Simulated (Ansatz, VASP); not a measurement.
## One calculation of TiAl, two programs

Contents of INCAR:

```
SYSTEM = TiAl
ALGO = Fast
EDIFF = 1E-7
ENCUT = 520
ISIF = 2
ISMEAR = 0
LASPH = .True.
LCHARG = .False.
LREAL = .False.
LWAVE = .False.
NBANDS = 14
NELM = 60
PREC = Accurate
SIGMA = 0.15
```

File KPOINTS:

```
k-points
0
Gamma
  16 16 16
  0 0 0
```

POSCAR

```
TiAl
1.0
    2.9303948735      0.0000000000      0.0000000000
    0.0000000000      2.9303948735      0.0000000000
    0.0000000000      0.0000000000      3.8701725095
Ti Al
1 1
Direct
    0.0000000000      0.0000000000      0.0000000000
    0.5000000000      0.5000000000      0.5000000000
```

Input for Ansatz:

```yaml
crystal:
  lattice:
    - [2.9303948735, 0.0, 0.0]
    - [0.0, 2.9303948735, 0.0]
    - [0.0, 0.0, 3.8701725095]
  atoms:
    - { symbol: Ti, position: [0.0, 0.0, 0.0] }
    - { symbol: Al, position: [0.5, 0.5, 0.5] }
basis:
  ecutwfc: 520.0
kpoints:
  mp_grid: { grid: [16, 16, 16] }
hamiltonian:
  xc: lda
  pseudopotentials: { kind: paw, azcp: { folder: soft_1 } }
scf:
  occupations: { method: gaussian, width: 0.15 }
output:
  forces: true
  stress: true
  eigenvalues: true
```

Alike in both runs: task single point; functional LDA; k mesh 16 × 16 × 16; occupations gaussian, width 0.15 eV; no spin polarisation.

|  | VASP | Ansatz |
| --- | --- | --- |
| version | VASP 6.6.1 | Ansatz 0.2.0 |
| potentials or method | VASP PAW LDA potentials, release 64 (Ti_sv, Al), cutoff 520 eV | scalar-relativistic, plane waves, PAW |
| valence electrons in the cell | 15 | 15 |

VASP gave:

```
gap on the k mesh at the Fermi level (eV)                     : none
pressure (GPa)                                                : -8.9
traceless stress, the component that is largest in VASP (GPa) : 3.63
```

Problem. What did Ansatz give for the same quantities?

Solution. gap on the k mesh at the Fermi level (eV): none; pressure (GPa): -9.0; traceless stress, the component that is largest in VASP (GPa): 3.63.

Ansatz warns that its potentials were made for another functional, while VASP's fit it. LDA's correlation is that of Perdew and Zunger in VASP and of Perdew and Wang (1992) in Ansatz. A gap of «none» marks a metal or a gap that the smearing closes.
